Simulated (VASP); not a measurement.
# MoS2 (R3m) in VASP: further runs

The runs below take MoS2 through single point, with PBE+D3(BJ).

Everything below comes from runs of VASP 6.6.1. Logs are shortened: lines on timing, memory, paths and dates and some standing lists are left out, and cuts for length are marked.

## Step 1: The cell of the first run

It takes space group R3m (No. 160, trigonal). Conventional cell: a = 3.153 Å, b = 3.153 Å, c = 17.994 Å, α = 90.00°, β = 90.00°, γ = 120.00°. Within 3.2 Å of Mo (site symmetry 3m) lie 6 S at 2.40 Å and 6 Mo at 3.15 Å. S (site symmetry 3m) has 3 Mo at 2.40 Å and 7 S at 3.13 to 3.15 Å within 3.2 Å. S (site symmetry 3m) has 3 Mo at 2.40 Å and 7 S at 3.13 to 3.15 Å within 3.2 Å.

## Step 2: Single point, PBE+D3(BJ)

Contents of INCAR:

```
SYSTEM = MoS2
PREC = Accurate
ENCUT = 500
EDIFF = 1E-6
ISMEAR = 0
SIGMA = 0.05
LREAL = .False.
LASPH = .True.
NELM = 120
ALGO = Normal
ISIF = 2
LWAVE = .False.
LCHARG = .True.
GGA = PE
IVDW = 12
LELF = .True.
LVHAR = .True.
NBANDS = 49
GGA_COMPAT = .False.
```

Contents of KPOINTS:

```
regular mesh
0
Gamma
  10 10 2
  0 0 0
```

Contents of POSCAR:

```
MoS2
1.0
   -1.5765748091     -2.7307076714      0.0000000000
    1.5765748091     -2.7307076714      0.0000000000
    0.0000000000      0.0000000000     17.9936700547
Mo S
3 6
Direct
    1.0000000000      1.0000000000      0.0000172156
    0.3333333333      0.3333333333      0.3333505489
    0.6666666667      0.6666666667      0.6666838822
    1.0000000000      1.0000000000      0.7535368442
    0.3333333333      0.3333333333      0.0868701775
    0.6666666667      0.6666666667      0.4202035108
    1.0000000000      1.0000000000      0.5797459402
    0.3333333333      0.3333333333      0.9130792735
    0.6666666667      0.6666666667      0.2464126069
```

Potentials or basis: VASP PAW PBE potentials, release 64 (Mo_sv, S).

The run is started by

```sh
> cat potpaw_PBE.64/Mo_sv/POTCAR potpaw_PBE.64/S/POTCAR > POTCAR
> mpirun -np 1 vasp_std > vasp.out
```

OUTCAR:

```text
SYSTEM = MoS2
   PREC = Accurate
   ENCUT = 500
   EDIFF = 1E-6
   ISMEAR = 0
   LREAL = .False.
   LASPH = .True.
   NELM = 120
   ISIF = 2
   GGA = PE
   IVDW = 12
 IVDW          = 12

 ion  position               nearest neighbor table
   1  0.000  0.000  0.000-   5 2.40   5 2.40   5 2.40   8 2.40   8 2.40   8 2.40
   2  0.333  0.333  0.333-   6 2.40   6 2.40   6 2.40   9 2.40   9 2.40   9 2.40
   3  0.667  0.667  0.667-   4 2.40   4 2.40   4 2.40   7 2.40   7 2.40   7 2.40
   4  0.000  0.000  0.754-   3 2.40   3 2.40   3 2.40
   5  0.333  0.333  0.087-   1 2.40   1 2.40   1 2.40
   6  0.667  0.667  0.420-   2 2.40   2 2.40   2 2.40
   7  0.000  0.000  0.580-   3 2.40   3 2.40   3 2.40
   8  0.333  0.333  0.913-   1 2.40   1 2.40   1 2.40
   9  0.667  0.667  0.246-   2 2.40   2 2.40   2 2.40

  LATTYP: Found a hexagonal cell.
 ALAT       =     3.1531496183
 C/A-ratio  =     5.7065703290

  Lattice vectors:

 A1 = (  -1.5765748091,   2.7307076714,   0.0000000000)
 A2 = (  -1.5765748091,  -2.7307076714,   0.0000000000)
 A3 = (   0.0000000000,   0.0000000000,  17.9936700547)

Analysis of symmetry for initial positions (statically):
=====================================================================
 Subroutine PRICEL returns following result:

  LATTYP: Found a trigonal (rhomboedric) cell.
 ALAT       =     6.2680780283
 COS(alpha) =     0.8734709133

  Lattice vectors:

 A1 = (   1.5765748091,  -0.9102358906,  -5.9978900176)
 A2 = (  -1.5765748091,  -0.9102358901,  -5.9978900194)
 A3 = (   0.0000000000,   1.8204717808,  -5.9978900176)

   3 primitive cells build up your supercell.

 Routine SETGRP: Setting up the symmetry group for a
 hexagonal supercell.

 Subroutine GETGRP returns: Found  6 space group operations
 (whereof  6 operations were pure point group operations)
 out of a pool of 24 trial point group operations.

The static configuration has the point symmetry C_3v.

Analysis of symmetry for dynamics (positions and initial velocities):
=====================================================================
 Subroutine PRICEL returns following result:

  LATTYP: Found a trigonal (rhomboedric) cell.
 ALAT       =     6.2680780283
 COS(alpha) =     0.8734709133

  Lattice vectors:

[... 117 lines left out ...]
   EDIFFG = 0.1E-04   stopping-criterion for IOM
   NSW    =      0    number of steps for IOM
   IBRION =     -1    ionic relax: 0-MD 1-quasi-New 2-CG
   NFREE  =      0    steps in history (QN), initial steepest desc. (CG)
   ISIF   =      2    stress and relaxation
   ISYM   =      2    0-nonsym 1-usesym 2-fastsym
   POTIM  = 0.5000    time-step for ionic-motion
   TEBEG  =    0.0;   TEEND  =   0.0 temperature during run
   PSTRESS=    0.0 pullay stress
   NELECT =      78.0000    total number of electrons
   NUPDOWN=      -1.0000    fix difference up-down
   EMIN   =  10.00;   EMAX   =-10.00  energy-range for DOS
   EFERMI =   0.00;   METHOD = LEGACY
   ISMEAR =     0;   SIGMA  =   0.05  broadening in eV -4-tet -1-fermi 0-gaus
   EFERMI_NEDOS =   21; number of points for ismear=-14 and -15
   IALGO  =     38    algorithm
   IMIX   =      4    mixing-type and parameters
     AMIX     =   0.40;   BMIX     =  1.00
     AMIX_MAG =   1.60;   BMIX_MAG =  1.00
  volume/ion in A,a.u.               =      17.21       116.17
  Fermi-wavevector in a.u.,A,eV,Ry     =   1.302346  2.461078 23.076926  1.696106
  Thomas-Fermi vector in A             =   2.433420
   LORBIT       =      0    0 simple, 1 ext, 2 COOP (PROOUT), +10 PAW based schemes
   GGA     = PE    functional components
   LHFCALC =     F    Hartree Fock is set to
   AEXX    =    0.0000 exact exchange contribution
   IVDW    =    12    specifies the selected vdW correction
   LEPSILON=     F    determine dielectric tensor
   LRPA    =     F    only Hartree local field effects (RPA)
 non-spin polarized calculation
 Gauss-broadening in eV      SIGMA  =   0.05
  energy-cutoff  :      500.00
  volume of cell :      154.93
 maximum number of plane-waves:      3962
   NGX = 11   NGY = 11   NGZ = 65

 number of electron      77.9999998 magnetization

 Free energy of the ion-electron system (eV)
  ---------------------------------------------------
  ext. energy  EPLUGINS =         0.00000000
  ---------------------------------------------------
  free energy    TOTEN  =       -65.29848228 eV

  energy without entropy =      -65.29848228  energy(sigma->0) =      -65.29848228

 E-fermi :   8.3103     XC(G=0): -11.0539

 val. band max:        8.0874307011   @ k =   0.0000   0.0000   0.5000
 cond. band min:       8.8957365730   @ k =   0.4000   0.2000   0.0000
 fundamental gap:      0.8083058718
 Fermi energy:         8.3102937353

 k-point     1 :       0.0000    0.0000    0.0000
  band No.  band energies     occupation
      1     -53.5179      2.00000
      2     -53.5179      2.00000
      3     -53.5179      2.00000
      4     -27.6825      2.00000
      5     -27.6825      2.00000
      6     -27.6824      2.00000
[... 1237 lines left out ...]
     48      11.3163      0.00000
     49      11.4712      0.00000

 [... further k-points ...]

------------------------ aborting loop because EDIFF is reached ----------------------------------------

 Edisp (eV)   -3.96098

 E8    (eV) :    -1.5973

  FORCE on cell =-STRESS in cart. coord.  units (eV):
  Direction    XX          YY          ZZ          XY          YZ          ZX
  --------------------------------------------------------------------------------------
  -------------------------------------------------------------------------------------
  Total      -0.11582    -0.11582    -0.17846     0.00000    -0.00000     0.00000
  in kB      -1.19767    -1.19767    -1.84545     0.00000    -0.00000     0.00000
  external pressure =       -1.41 kB  Pullay stress =        0.00 kB

 VOLUME and BASIS-vectors are now :
 -----------------------------------------------------------------------------
  energy-cutoff  :      500.00
  volume of cell :      154.93
      direct lattice vectors                 reciprocal lattice vectors
    -1.576574809 -2.730707671  0.000000000    -0.317143213 -0.183102719  0.000000000
     1.576574809 -2.730707671  0.000000000     0.317143213 -0.183102719  0.000000000
     0.000000000  0.000000000 17.993670055     0.000000000  0.000000000  0.055575099

 POSITION                                       TOTAL-FORCE (eV/Angst)
 -----------------------------------------------------------------------------------
      0.00000      0.00000      0.00031        -0.000000     -0.000000     -0.000355
      0.00000     -1.82047      5.99820        -0.000000     -0.000000     -0.000355
      0.00000     -3.64094     11.99609         0.000000     -0.000000     -0.000355
      0.00000      0.00000     13.55889        -0.000000      0.000000     -0.014215
      0.00000     -1.82047      1.56311         0.000000      0.000000     -0.014215
      0.00000     -3.64094      7.56100         0.000000      0.000000     -0.014215
      0.00000      0.00000     10.43176         0.000000      0.000000      0.014570
      0.00000     -1.82047     16.42965        -0.000000      0.000000      0.014570
      0.00000     -3.64094      4.43387         0.000000      0.000000      0.014570
 -----------------------------------------------------------------------------------
    total drift:                               -0.000000      0.000000      0.000057

  FREE ENERGIE OF THE ION-ELECTRON SYSTEM (eV)
  ---------------------------------------------------
  free  energy   TOTEN  =       -69.2594646793 eV

  energy  without entropy=      -69.2594646793  energy(sigma->0) =      -69.25946468
```

Wall time 4.8 min (1 thread of Intel Xeon 8259CL, shared host); peak memory 0.35 GiB.

Results:

| Property | Result |
| --- | --- |
| Free energy | -69.2595 eV |
| Pressure | -0.1 GPa |
| Largest force | 0.015 eV/Å |
| Band gap on the k mesh | 0.81 eV |
| Dispersion energy per atom | -0.440 eV |

Forces in eV/Å, atoms in the order of the input:
```
Mo   0.000  0.000  0.000
Mo   0.000  0.000  0.000
Mo   0.000  0.000  0.000
S    0.000  0.000 -0.014
S    0.000  0.000 -0.014
S    0.000  0.000 -0.014
S    0.000  0.000  0.015
S    0.000  0.000  0.015
S    0.000  0.000  0.015
```

## Step 3: Single point, PBE+D3(BJ)

This run uses another cell than the first one: it holds 3 atoms, not 9.

Contents of INCAR:

```
PREC = Accurate
ENCUT = 520
EDIFF = 1E-6
ISMEAR = 0
SIGMA = 0.05
LREAL = False
LASPH = True
NELM = 60
ALGO = Normal
ISIF = 2
LWAVE = False
LCHARG = False
GGA = PE
IVDW = 12
NBANDS = 20
```

Contents of KPOINTS:

```
regular mesh
0
Gamma
  12 12 12
```

Contents of POSCAR:

```
MoS2
1.0
    1.5765748049      0.9102358880      5.9978900580
   -1.5765748049      0.9102358880      5.9978900580
    0.0000000000     -1.8204717761      5.9978900580
Mo S
1 2
Direct
    0.0000172156      0.0000172156      0.0000172156
    0.7535368444      0.7535368444      0.7535368444
    0.5797459400      0.5797459400      0.5797459400
```

Potentials or basis: VASP PAW PBE potentials, release 64 (Mo_sv, S).

The run is started by

```sh
> cat potpaw_PBE.64/Mo_sv/POTCAR potpaw_PBE.64/S/POTCAR > POTCAR
> mpirun -np 1 vasp_std > vasp.out
```

Run time: 9.7 min. Hardware: 1 thread of AMD EPYC 7R43 (Zen 3), shared host; peak memory 0.4 GiB.

The run converged. Its results:

```yaml
Free_energy: -23.0866 eV
Pressure: -0.1 GPa
Largest_force: 0.015 eV/Å
Band_gap_on_the_k_mesh: 0.81 eV (least direct gap 1.77 eV)
Dispersion_energy_per_atom: -0.440 eV
```

Forces on the atoms (eV/Å):
```
Mo   0.000  0.000  0.000
S    0.000  0.000 -0.014
S    0.000  0.000  0.015
```

Levels at points of the mesh, in eV from the valence-band top:
| k point | band 9 | band 10 | band 11 | band 12 | band 13 | band 14 | band 15 | band 16 | band 17 | band 18 |
| --- | --- | --- | --- | --- | --- | --- | --- | --- | --- | --- |
| (0.00, 0.00, 0.00) | -3.37 | -2.28 | -2.28 | -1.34 | -1.09 | 1.96 | 1.96 | 2.37 | 2.37 | 5.55 |
| (0.50, 0.00, 0.00) | -5.10 | -4.03 | -2.42 | -1.59 | -1.56 | 1.60 | 1.96 | 3.28 | 3.47 | 5.29 |
| (0.50, 0.50, 0.00) | -4.76 | -3.92 | -3.11 | -1.88 | -1.37 | 1.54 | 2.12 | 2.93 | 3.86 | 6.03 |
| (0.50, 0.50, 0.50) | -3.40 | -3.40 | -2.24 | -2.24 | 0.00 | 2.09 | 2.09 | 2.18 | 2.18 | 5.64 |

A k mesh can miss the band edges. PBE gaps usually lie below the measured ones, often by a third to a half.
